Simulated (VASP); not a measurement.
A run of VASP 6.6.1 is set up as follows.

The input INCAR:

```
SYSTEM = Yb
ALGO = Normal
EDIFF = 1E-7
EDIFFG = -0.01
ENCUT = 600
GGA = CA
IBRION = 2
ISIF = 3
ISMEAR = -1
LASPH = .TRUE.
LCHARG = .FALSE.
LREAL = .FALSE.
LWAVE = .FALSE.
NELM = 80
NSW = 80
PREC = Accurate
SIGMA = 0.1
```

Contents of KPOINTS:

```
k-points
0
G
  10 10 10
  0 0 0
```

The input POSCAR:

```
Yb
1.0
    0.0000000000      2.7431000000      2.7431000000
    2.7431000000      0.0000000000      2.7431000000
    2.7431000000      2.7431000000      0.0000000000
Yb
1
Direct
    0.0000000000      0.0000000000      0.0000000000
```

Potentials or basis: VASP PAW PBE potentials, release 64 (Yb).

Command:

```bash
$ cat potpaw_PBE.64/Yb/POTCAR > POTCAR
$ mpirun -np 1 vasp_std > vasp.out
```

Q: What does it give for the band gap on the k mesh?

A: Zero (band 12 reaches 1.84 eV, above the bottom of band 13 at 1.60 eV).

Q: Estimate the relaxed volume.

A: 29.80 Å³/atom.

Q: Predict the space group after relaxing (to 0.05 Å).

A: Fm-3m (No. 225).

Q: Predict the relaxed cell.

A: a = 3.480 Å, b = 3.480 Å, c = 3.480 Å, α = 60.00°, β = 60.00°, γ = 60.00°.

Step by step:
| step | energy change (eV) | largest force (eV/Å) | pressure (GPa) | volume (Å³) |
| --- | --- | --- | --- | --- |
| 1 | 0.0000 | 0.0000 | -4.61 | 41.28 |
| 2 | -0.1660 | 0.0000 | -2.87 | 34.59 |
| 3 | -0.2133 | 0.0000 | -1.18 | 31.28 |
| 4 | -0.1591 | 0.0000 | 5.76 | 25.31 |
| 5 | -0.2205 | 0.0000 | -0.09 | 30.00 |
| 6 | -0.2210 | 0.0000 | -0.02 | 29.80 |

Caveat: the electronic state changed during the relaxation; the volume moved by over 15 % at a fixed basis, so the end points are rough; the PAW data sets were made with another functional, which shifts forces and pressure a little; spin-orbit coupling is left out, which moves the levels of the heavy elements; the volume moved by -28 % from the deposited cell, more than functionals usually miss. Spin polarisation is off, so any magnetic state and its effect on volume and gap are missing.
